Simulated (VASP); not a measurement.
## SnSe2: single point with PBE

The system is SnSe2.

```xyz
3
Lattice="3.8110 0.0000 0.0000 -1.9055 3.3004 0.0000 0.0000 0.0000 6.1370" Properties=species:S:1:pos:R:3 pbc="T T T"
Sn    0.0000    0.0000    0.0000
Se   -0.2250    2.2003    1.5342
Se    1.9055    1.1001    4.6027
```

This cell differs from its parent crystal: atom 2 (Se) moved by (-0.225, +0.000) A along x and y.

* Program: VASP 6.6.1
* Task: single point
* Functional: PBE
* Potentials or basis: VASP PAW PBE potentials, release 64 (Sn_d, Se)
* Cutoff: 520 eV
* k mesh: 12 × 12 × 6
* Occupations: gaussian, width 0.05 eV
* Spin: no spin polarisation
* Dipole correction: no
* Further INCAR settings: ALGO = Normal; EDIFF = 1e-06; NBANDS = 20

The pressure is 6.1 GPa and the largest force is 1.423 eV/Å. The band gap on the k mesh is 0.51 eV (least direct gap 1.02 eV).

Forces in eV/Å, atoms in the order of the input:
```
Sn  -0.762  0.259 -0.303
Se   0.944 -0.217  1.042
Se  -0.182 -0.042 -0.740
```

Stress tensor (GPa, compression positive):
```
 5.44 -0.76  3.01
-0.76  5.24 -0.60
 3.01 -0.60  7.48
```

Levels at points of the mesh, in eV from the valence-band top:
```
           k point  band 10  band 11  band 12  band 13  band 14  band 15  band 16  band 17
(0.00, 0.00, 0.00)    -0.63    -0.40    -0.27    -0.03     1.00     2.86     4.22     5.04
(0.50, 0.00, 0.00)    -2.90    -2.67    -1.63    -0.46     1.10     3.64     5.47     5.73
(0.00, 0.50, 0.00)    -3.10    -2.59    -1.27    -0.46     1.17     3.55     5.29     5.75
(0.50, 0.50, 0.00)    -3.22    -2.63    -0.91    -0.33     1.06     3.69     5.02     5.49
(0.00, 0.00, 0.50)    -1.15    -0.63    -0.31    -0.20     2.34     2.84     4.02     4.73
(0.50, 0.00, 0.50)    -2.68    -1.85    -0.91    -0.67     0.51     3.78     4.56     5.85
(0.00, 0.50, 0.50)    -2.62    -1.96    -1.08    -0.60     0.82     3.96     4.70     5.63
(0.50, 0.50, 0.50)    -2.52    -2.23    -1.11    -0.68     1.09     4.42     4.95     5.58
```

Run time: 4.4 min on 1 thread of Intel(R) Xeon(R) 6975P-C (Granite Rapids) (shared host), peak memory 0.69 GiB.

Caveat: the cell differs from its parent crystal (atom 2 (Se) moved by (-0.225, +0.000) A along x and y); the cell stands under pressure; semilocal functionals underestimate gaps, and a narrow one can read as zero; spin-orbit coupling is left out, which moves the levels of the heavy elements; forces of over 1 eV/Å act on the atoms, so gaps and moduli don't describe the material at rest. A k mesh can miss the band edges.
